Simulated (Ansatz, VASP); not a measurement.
This is a calculation of V for Ansatz 0.2.0.

File input.yaml:

```yaml
crystal:
  lattice:
    - [-1.51435, 1.51435, 1.51435]
    - [1.51435, -1.51435, 1.51435]
    - [1.51435, 1.51435, -1.51435]
  atoms:
    - { symbol: V, position: [0.0, 0.0, 0.0], spin: 2.0 }
kpoints:
  mp_grid: { grid: [12, 12, 12] }
scf:
  occupations: { method: gaussian, width: 0.02 }
hamiltonian:
  xc: pbe
  pseudopotentials: { kind: all_electron, lapw: { basis_error: 0.001 } }
magnetization:
  spin_polarized: true
output:
  forces: true
  stress: true
  eigenvalues: true
```

Potentials or basis: all-electron LAPW, scalar-relativistic.

Run with:

```sh
$ ansatz run input.yaml --threads 2 --pin off --max-ram 6144MiB --backend cpu --events-out ev --progress --plain --runs-dir out
```

Set up the same calculation for VASP 6.6.1. Potentials there: VASP PAW PBE potentials, release 64 (V_sv).

As run (the cutoff follows the program's own potentials):

The input INCAR:

```
ALGO = Fast ; EDIFF = 1E-7
ENCUT = 520 ; GGA = PE
ISIF = 2 ; ISMEAR = 0
ISPIN = 2 ; LASPH = True
LCHARG = True ; LELF = True
LMAXMIX = 4 ; LORBIT = 11
LREAL = False ; LVHAR = True
LWAVE = False ; MAGMOM = 2
NBANDS = 16 ; NELM = 150
PREC = Accurate ; SIGMA = 0.02
```

File KPOINTS:

```
k-points
0
Gamma
  12 12 12
```

POSCAR

```
V
1.0
   -1.5143500000      1.5143500000      1.5143500000
    1.5143500000     -1.5143500000      1.5143500000
    1.5143500000      1.5143500000     -1.5143500000
V
1
Direct
    0.0000000000      0.0000000000      0.0000000000
```

Potentials or basis: VASP PAW PBE potentials, release 64 (V_sv).

Command:

```console
$ cat potpaw_PBE.64/V_sv/POTCAR > POTCAR
$ mpirun -np 1 vasp_std > vasp.out
```

Both were run:

|  | VASP | Ansatz | Ansatz less VASP |
| --- | --- | --- | --- |
| gap on the k mesh at the Fermi level (eV) | none | none | - |
| pressure (GPa) | -5.0 | -5.3 | -0.24 |
| net moment per atom (μB) | 0.12 | 0.12 | -0.004 |
| size of the moment on the site where the two differ most (μB) | 0.11 | 0.11 | +0.001 |

Site moments also hang on the region over which each program counts them. A gap of «none» marks a metal or a gap that the smearing closes. Ansatz ran all-electron here, and VASP with PAW potentials.
